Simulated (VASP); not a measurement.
# BaTiO3 (R3m) in VASP: a series of runs, part 2 of 2

VASP 6.6.1. The steps go on from the part before.

### Step 4. Single point, r2SCAN

Input file POSCAR:

```
BaTiO3
1.0
    2.8276681575      1.6325549719      2.3177316080
   -2.8276681575      1.6325549719      2.3177316080
    0.0000000000     -3.2651099438      2.3177316080
Ba Ti O
1 1 3
Direct
    0.0000000000      0.0000000000      0.0000000000
    0.5140000000      0.5140000000      0.5140000000
    0.4916000000      0.4916000000      0.9815000000
    0.4916000000      0.9815000000      0.4916000000
    0.9815000000      0.4916000000      0.4916000000
```

Input file INCAR.step1:

```
ALGO = Normal ; EDIFF = 1E-4
ENCUT = 520 ; GGA = PE
ISMEAR = -1 ; LASPH = True
LCHARG = False ; LREAL = False
LWAVE = True ; NBANDS = 28
NELM = 80 ; PREC = Accurate
SIGMA = 1.12
```

Input file INCAR.step2:

```
ALGO = Normal ; EDIFF = 1E-7
ENCUT = 520 ; ISIF = 2
ISMEAR = -1 ; ISTART = 1
LASPH = True ; LCHARG = True
LELF = True ; LMIXTAU = True
LREAL = False ; LVHAR = True
LWAVE = False ; METAGGA = R2SCAN
NBANDS = 28 ; NELM = 80
PREC = Accurate ; SIGMA = 1.12
```

Input file KPOINTS:

```
k-points
0
Gamma
  6 6 6
```

Potentials or basis: VASP PAW PBE potentials, release 64 (Ba_sv, Ti_sv, O).

Launch:

```
> cat potpaw_PBE.64/Ba_sv/POTCAR potpaw_PBE.64/Ti_sv/POTCAR potpaw_PBE.64/O/POTCAR > POTCAR
> cp INCAR.step1 INCAR
> mpirun -np 1 vasp_std > vasp.out
> cp INCAR.step2 INCAR
> mpirun -np 1 vasp_std > vasp.out
```

OUTCAR:

```text
EDIFF = 1E-7
   ENCUT = 520
   ISIF = 2
   ISMEAR = -1
   ISTART = 1
   LASPH = True
   LREAL = False
   METAGGA = R2SCAN
   NELM = 80
   PREC = Accurate

 ion  position               nearest neighbor table
   1  0.000  0.000  0.000-   3 2.79   4 2.79   5 2.79   5 2.83   4 2.83   4 2.83   5 2.83   3 2.83
                             3 2.83   3 2.88   4 2.88   5 2.88   2 3.38   2 3.43   2 3.43   2 3.43
   2  0.514  0.514  0.514-   3 1.88   4 1.88   5 1.88   3 2.14   4 2.14   5 2.14   1 3.38   1 3.43
                             1 3.43   1 3.43   1 3.50   1 3.50   1 3.50   1 3.57
   3  0.492  0.492  0.981-   2 1.88   2 2.14   1 2.79   1 2.83   1 2.83   1 2.88
   4  0.492  0.981  0.492-   2 1.88   2 2.14   1 2.79   1 2.83   1 2.83   1 2.88
   5  0.981  0.492  0.492-   2 1.88   2 2.14   1 2.79   1 2.83   1 2.83   1 2.88

  LATTYP: Found a trigonal (rhomboedric) cell.
 ALAT       =     4.0041007420
 COS(alpha) =     0.0025827226

  Lattice vectors:

 A1 = (   2.8276681575,   1.6325549719,   2.3177316080)
 A2 = (  -2.8276681575,   1.6325549719,   2.3177316080)
 A3 = (   0.0000000000,  -3.2651099438,   2.3177316080)

Analysis of symmetry for initial positions (statically):
=====================================================================
 Subroutine PRICEL returns:
 Original cell was already a primitive cell.

 Routine SETGRP: Setting up the symmetry group for a
 trigonal (rhombohedral) supercell.

 Subroutine GETGRP returns: Found  6 space group operations
 (whereof  6 operations were pure point group operations)
 out of a pool of 12 trial point group operations.

The static configuration has the point symmetry C_3v.

Analysis of symmetry for dynamics (positions and initial velocities):
=====================================================================
 Subroutine PRICEL returns:
 Original cell was already a primitive cell.
[... 131 lines left out ...]
   IALGO  =     38    algorithm
   IMIX   =      4    mixing-type and parameters
     AMIX     =   0.40;   BMIX     =  1.00
     AMIX_MAG =   1.60;   BMIX_MAG =  1.00
  volume/ion in A,a.u.               =      12.84        86.64
  Fermi-wavevector in a.u.,A,eV,Ry     =   1.398271  2.642349 26.601582  1.955161
  Thomas-Fermi vector in A             =   2.521445
   LORBIT       =      0    0 simple, 1 ext, 2 COOP (PROOUT), +10 PAW based schemes
   METAGGA = R2SCAN    functional components
   LHFCALC =     F    Hartree Fock is set to
   AEXX    =    0.0000 exact exchange contribution
   IVDW    =     0    specifies the selected vdW correction
   LEPSILON=     F    determine dielectric tensor
   LRPA    =     F    only Hartree local field effects (RPA)
 non-spin polarized calculation
  energy-cutoff  :      520.00
  volume of cell :       64.20
 maximum number of plane-waves:      1750
 NGX is ok and might be reduce to    30
   NGX = 15   NGY = 15   NGZ = 15

 number of electron      40.0000004 magnetization

 Free energy of the ion-electron system (eV)
  ---------------------------------------------------
  ext. energy  EPLUGINS =         0.00000000
  ---------------------------------------------------
  free energy    TOTEN  =       -75.95749789 eV

  energy without entropy =      -70.75393560  energy(sigma->0) =      -73.35571674

 E-fermi :   5.5121     XC(G=0): -11.8808

 val. band max:        3.2952853497   @ k =   0.5000   0.5000   0.5000
 cond. band min:       6.9468859070   @ k =   0.0000   0.0000   0.0000
 fundamental gap:      3.6516005574
 Fermi energy:         5.5121471098

 k-point     1 :       0.0000    0.0000    0.0000
  band No.  band energies     occupation
      1     -53.7673      2.00000
      2     -29.0650      2.00000
      3     -29.0650      2.00000
      4     -29.0392      2.00000
      5     -22.1054      2.00000
      6     -14.4342      2.00000
[... 733 lines left out ...]
     27      12.2192      0.00500
     28      12.7368      0.00315

 [... further k-points ...]

------------------------ aborting loop because EDIFF is reached ----------------------------------------

  FORCE on cell =-STRESS in cart. coord.  units (eV):
  Direction    XX          YY          ZZ          XY          YZ          ZX
  --------------------------------------------------------------------------------------
  -------------------------------------------------------------------------------------
  Total        5.3395364      5.3395364      4.7055853      0.0000000      0.0000000      0.0000000
  in kB      133.2611271    133.2611271    117.4393353      0.0000000      0.0000000      0.0000000
  external PRESSURE =     127.9871965 kB  Pullay stress =       0.0000000 kB

 VOLUME and BASIS-vectors are now :
 -----------------------------------------------------------------------------
  energy-cutoff  :      520.00
  volume of cell :       64.20
      direct lattice vectors                 reciprocal lattice vectors
     2.827668157  1.632554972  2.317731608     0.176824143  0.102089467  0.143818780
    -2.827668157  1.632554972  2.317731608    -0.176824143  0.102089467  0.143818780
     0.000000000 -3.265109944  2.317731608     0.000000000 -0.204178934  0.143818780

 POSITION                                       TOTAL-FORCE (eV/Angst)
 -----------------------------------------------------------------------------------
      0.00000      0.00000      0.00000         0.000000      0.000000      0.078692
      0.00000      0.00000      3.57394         0.000000      0.000000     -2.121908
      0.00000     -1.59958      4.55365         0.000000     -0.991361      0.681072
     -1.38527      0.79979      4.55365        -0.858544      0.495681      0.681072
      1.38527      0.79979      4.55365         0.858544      0.495681      0.681072
 -----------------------------------------------------------------------------------
    total drift:                               -0.000000      0.000004      0.005127

  FREE ENERGIE OF THE ION-ELECTRON SYSTEM (eV)
  ---------------------------------------------------
  free  energy   TOTEN  =       -75.9574978853 eV

  energy  without entropy=      -70.7539355972  energy(sigma->0) =      -73.35571674
```

OUTCAR.step1:

```text
EDIFF = 1E-4
   ENCUT = 520
   GGA = PE
   ISMEAR = -1
   LASPH = True
   LREAL = False
[... 978 lines left out ...]
      0.00000     -1.59958      4.55365        -0.000000     -1.083434      0.718184
     -1.38527      0.79979      4.55365        -0.938282      0.541717      0.718184
      1.38527      0.79979      4.55365         0.938282      0.541717      0.718184
 -----------------------------------------------------------------------------------
    total drift:                               -0.000000      0.000004     -0.000076

  FREE ENERGIE OF THE ION-ELECTRON SYSTEM (eV)
  ---------------------------------------------------
  free  energy   TOTEN  =       -41.9933016865 eV

  energy  without entropy=      -36.1593531361  energy(sigma->0) =      -39.07632741
```

OSZICAR.step1:

```text
N       E                     dE             d eps       ncg     rms          rms(c)
DAV:   1     0.440382132488E+03    0.44038E+03   -0.20825E+04  1792   0.154E+03
DAV:   2    -0.499884228980E+01   -0.44538E+03   -0.42404E+03  2044   0.431E+02
DAV:   3    -0.486316953775E+02   -0.43633E+02   -0.42963E+02  2492   0.134E+02
DAV:   4    -0.508214455903E+02   -0.21898E+01   -0.21819E+01  2724   0.253E+01
DAV:   5    -0.508860008346E+02   -0.64555E-01   -0.64372E-01  2428   0.336E+00    0.235E+01
DAV:   6    -0.432839440032E+02    0.76021E+01   -0.52640E+01  2668   0.668E+01    0.137E+01
DAV:   7    -0.423297637999E+02    0.95418E+00   -0.15907E+01  2448   0.355E+01    0.847E+00
DAV:   8    -0.419989312690E+02    0.33083E+00   -0.80629E-01  2264   0.886E+00    0.425E+00
DAV:   9    -0.420351451179E+02   -0.36214E-01   -0.41496E-01  2920   0.581E+00    0.186E+00
DAV:  10    -0.419949325086E+02    0.40213E-01   -0.16124E-01  2260   0.423E+00    0.412E-01
DAV:  11    -0.419934888726E+02    0.14436E-02   -0.13769E-02  2284   0.751E-01    0.152E-01
DAV:  12    -0.419934658415E+02    0.23031E-04   -0.23633E-03  2540   0.466E-01    0.116E-01
DAV:  13    -0.419933025548E+02    0.16329E-03   -0.36739E-04  1892   0.216E-01    0.286E-02
DAV:  14    -0.419933016865E+02    0.86828E-06   -0.60654E-05  1184   0.510E-02
   1 F= -.41993302E+02 E0= -.39076327E+02  d E =-.583395E+01
```

Run time: 3.3 min. Hardware: 1 thread of Intel Xeon Platinum 8259CL at 2.50GHz (Skylake/Cascade Lake), shared host; peak memory 0.21 GiB.

What came out:

* Free energy: -75.9575 eV
* Pressure: 12.8 GPa
* Largest force: 2.122 eV/Å
* Band gap on the k mesh: 3.65 eV (least direct gap 3.94 eV)

Forces in eV/Å, atoms in the order of the input:
```
Ba   0.000  0.000  0.079
Ti   0.000  0.000 -2.122
O    0.000 -0.991  0.681
O   -0.859  0.496  0.681
O    0.859  0.496  0.681
```

Caveat: the cell stands under pressure; so wide a smearing shifts energies and pressures; the PAW data sets were made with another functional, which shifts forces and pressure a little; spin-orbit coupling is left out, which moves the levels of the heavy elements.

### Step 5. Single point, r2SCAN

POSCAR is that of step 4.

Input file INCAR.step1:

```
  ALGO = Normal
  EDIFF = 1E-4
  ENCUT = 520
  GGA = PE
  ISMEAR = 1
  LASPH = True
  LCHARG = False
  LREAL = False
  LWAVE = True
  NBANDS = 28
  NELM = 60
  PREC = Accurate
  SIGMA = 0.15
```

Input file INCAR.step2:

```
  ALGO = Normal
  EDIFF = 1E-7
  ENCUT = 520
  ISIF = 2
  ISMEAR = 1
  ISTART = 1
  LASPH = True
  LCHARG = False
  LMIXTAU = True
  LREAL = False
  LWAVE = False
  METAGGA = R2SCAN
  NBANDS = 28
  NELM = 60
  PREC = Accurate
  SIGMA = 0.15
```

KPOINTS is that of step 4.

Launch:

```
> cat potpaw_PBE.64/Ba_sv/POTCAR potpaw_PBE.64/Ti_sv/POTCAR potpaw_PBE.64/O/POTCAR > POTCAR
> cp INCAR.step1 INCAR
> mpirun -np 1 vasp_std > vasp.out
> cp INCAR.step2 INCAR
> mpirun -np 1 vasp_std > vasp.out
```

Run time: 2.9 min. Hardware: 1 thread of Intel Xeon Platinum 8259CL at 2.50GHz (Skylake/Cascade Lake), shared host; peak memory 0.21 GiB.

The run converged. Its results:

| Item | Value |
| --- | --- |
| Free energy | -74.2530 eV |
| Pressure | 3.9 GPa |
| Largest force | 0.181 eV/Å |
| Band gap on the k mesh | 2.75 eV (least direct gap 3.14 eV) |

Forces on the atoms (eV/Å):
```
Ba   0.000  0.000  0.075
Ti   0.000  0.000 -0.179
O    0.000 -0.177  0.035
O   -0.154  0.089  0.035
O    0.154  0.089  0.035
```

Stress tensor (GPa, compression positive):
```
3.97 0.00 0.00
0.00 3.97 0.00
0.00 0.00 3.69
```

Levels at points of the mesh, in eV from the valence-band top:
```tsv
k point	band 18	band 19	band 20	band 21	band 22	band 23
(0.00, 0.00, 0.00)	-0.51	-0.40	-0.40	2.75	2.75	2.86
(0.50, 0.00, 0.00)	-1.62	-0.97	-0.87	2.91	4.16	4.25
(0.50, 0.50, 0.00)	-0.90	-0.86	-0.09	4.23	4.24	4.60
(0.50, 0.50, 0.50)	-0.02	-0.02	0.00	4.74	4.88	4.88
```

Caveat: the cell stands under pressure; the PAW data sets were made with another functional, which shifts forces and pressure a little; spin-orbit coupling is left out, which moves the levels of the heavy elements. r2SCAN opens gaps a little over a GGA but as a rule still falls short of measured ones.

### Step 6. Overview

| smearing | gap on the mesh (eV) | pressure (GPa) | largest force (eV/Å) |
| --- | --- | --- | --- |
| gaussian 0.29 eV | 2.75 | 3.9 | 0.18 |
| fermi-dirac 0.15 eV | 2.75 | 3.9 | 0.18 |
| fermi-dirac 1.12 eV | 3.65 | 12.8 | 2.12 |
| methfessel-paxton 0.15 eV | 2.75 | 3.9 | 0.18 |

Alike in all rows: task single point; level r2SCAN; potentials or basis VASP PAW PBE potentials, release 64 (Ba_sv, Ti_sv, O); no spin polarisation; cell as given; k mesh 6 × 6 × 6; cutoff (eV) 520.

Caveats: the cell stands under pressure; the PAW data sets were made with another functional, which shifts forces and pressure a little; spin-orbit coupling is left out, which moves the levels of the heavy elements; so wide a smearing shifts energies and pressures (at least some runs).

Absolute energies hang on the potentials; compare differences alone.
